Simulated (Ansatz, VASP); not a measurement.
**Two plane-wave programs on AlN**

```
CELL_PARAMETERS angstrom
3.11300 0.00000 0.00000
-1.55650 2.69594 0.00000
0.00000 0.00000 4.98100
ATOMIC_POSITIONS crystal
Al 0.66667 0.33333 0.50000
Al 0.33333 0.66667 0.00000
N 0.66667 0.33333 0.88000
N 0.33333 0.66667 0.38000
```

Alike in both runs: functional r2SCANh; k mesh 5 × 5 × 3; occupations fermi-dirac, width 0.05 eV; no spin polarisation.

|  | VASP | Ansatz |
| --- | --- | --- |
| version | VASP 6.6.1 | Ansatz 0.2.0 |
| potentials or method | VASP PAW PBE potentials, release 64 (Al, N) | Ansatz PAW |
| plane-wave cutoff (eV) | 520 | 500 |
| valence electrons in the cell | 16 | 16 |
| task | single point | band structure |

Ansatz gave:

| Item | Value |
| --- | --- |
| gap on the k mesh at the Fermi level (eV) | 5.60 |
| least direct gap on the mesh (eV) | 5.60 |
| pressure (GPa) | -2.3 |
| traceless stress, the component that is largest in VASP (GPa) | 1.10 |
| rms of the force components (eV/Å) | 0.073 |

Estimate VASP's values.

gap on the k mesh at the Fermi level (eV): 5.64; least direct gap on the mesh (eV): 5.64; pressure (GPa): -2.6; traceless stress, the component that is largest in VASP (GPa): 1.16; rms of the force components (eV/Å): 0.074.

VASP's potentials were made for PBE, not for r2SCANh. Atom by atom the forces differ by 0.001 eV/Å (rms over components).

The k mesh is coarse, so the values compare programs but aren't converged.
